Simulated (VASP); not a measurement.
## BN: single point with r2SCAN

BN:

```
B N
1.0
     2.47957    0.00000    0.00000
    -1.23979    2.14737    0.00000
     0.00000    0.00000    5.70737
B N
2 2
Direct
  0.33333 0.66667 0.25000
  0.66667 0.33333 0.75000
  0.33333 0.66667 0.75000
  0.66667 0.33333 0.25000
```

- Program: VASP 6.6.1
- Task: single point
- Functional: r2SCAN
- Potentials or basis: VASP PAW PBE potentials, release 64 (B, N)
- Cutoff: 520 eV
- k mesh: 12 × 12 × 4
- Occupations: gaussian, width 0.02 eV
- Spin: no spin polarisation

```yaml
Pressure: 12.5 GPa
Band_gap_on_the_k_mesh: 4.76 eV, indirect (least direct gap 5.01 eV)
```

Stress tensor (GPa, compression positive):
```
12.89  0.00  0.00
 0.00 12.89  0.00
 0.00  0.00 11.64
```

Levels at points of the mesh, in eV from the valence-band top:
```
           k point  band 6  band 7  band 8  band 9  band 10  band 11
(0.00, 0.00, 0.00)   -1.46   -1.30   -1.30    7.08    12.29    12.29
(0.50, 0.00, 0.00)   -4.27   -2.22   -0.22    4.79     7.31    10.61
(0.00, 0.00, 0.50)   -1.38   -1.38   -1.38   10.45    10.45    12.48
(0.50, 0.00, 0.50)   -4.39   -1.06   -1.06    5.32     5.32    10.95
```

It took 49 s on 1 thread of Intel(R) Xeon(R) 6975P-C (Granite Rapids), on a shared host, peak memory 0.15 GiB.

Caveat: the PAW data sets were made with another functional, which shifts forces and pressure a little. r2SCAN opens gaps a little over a GGA but as a rule still falls short of measured ones.
